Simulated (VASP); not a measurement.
Crystal: Ge3SbSe.

```
Ge Sb Se
1.0
     5.94859    0.00000    0.00000
    -2.97429    5.15163    0.00000
     0.00000    0.00000    4.03791
Ge Sb Se
3 1 1
Direct
  0.00000 0.00000 0.00000
  0.33333 0.66667 0.50000
  0.33333 0.66667 0.00000
  0.00000 0.00000 0.50000
  0.66667 0.33333 0.50000
```

* Program: VASP 6.6.1
* Task: relaxation of cell and atoms
* Functional: PBE
* Potentials or basis: VASP PAW PBE potentials, release 64 (Ge_d, Sb, Se)
* Cutoff: 600 eV
* k mesh: 3 × 3 × 4
* Occupations: gaussian, width 0.1 eV
* Spin: no spin polarisation

At the start: pressure 31.9 GPa; volume 24.75 Å³/atom.

Question: How do energy, volume and symmetry change on relaxing?

Answer: Over 11 steps the energy falls by 2126.5 meV/atom and the volume is 24.50 Å³/atom (-1.0 %); space group P-6m2 (No. 187, to 0.05 Å).

The path:
```
step  energy change (eV)  largest force (eV/Å)  pressure (GPa)  volume (Å³)
   1              0.0000                0.0000           31.86       123.74
   2             -6.3530                0.0000          -11.20       208.19
   3             -8.6928                0.0000           -5.81       165.27
   4            -10.0062                0.0000           -5.30       142.66
   5             -0.7065                0.0000           77.94        83.32
   6            -10.3183                0.0000           -4.39       136.09
   7            -10.4896                0.0000            4.02       115.96
   8            -10.6200                0.0000           -1.21       125.29
   9            -10.6315                0.0000           -0.37       123.35
  10            -10.6310                0.0000           -0.01       122.56
  11            -10.6323                0.0000            0.00       122.52
```

Final structure:
```
CELL_PARAMETERS angstrom
5.01999 0.00000 0.00000
-2.51000 4.34744 0.00000
0.00000 0.00000 5.61395
ATOMIC_POSITIONS crystal
Ge 0.00000 0.00000 0.00000
Ge 0.33333 0.66667 0.50000
Ge 0.33333 0.66667 0.00000
Sb 0.00000 0.00000 0.50000
Se 0.66667 0.33333 0.50000
```

Caveat: the k points lie up to 0.48 Å⁻¹ apart in the final cell.
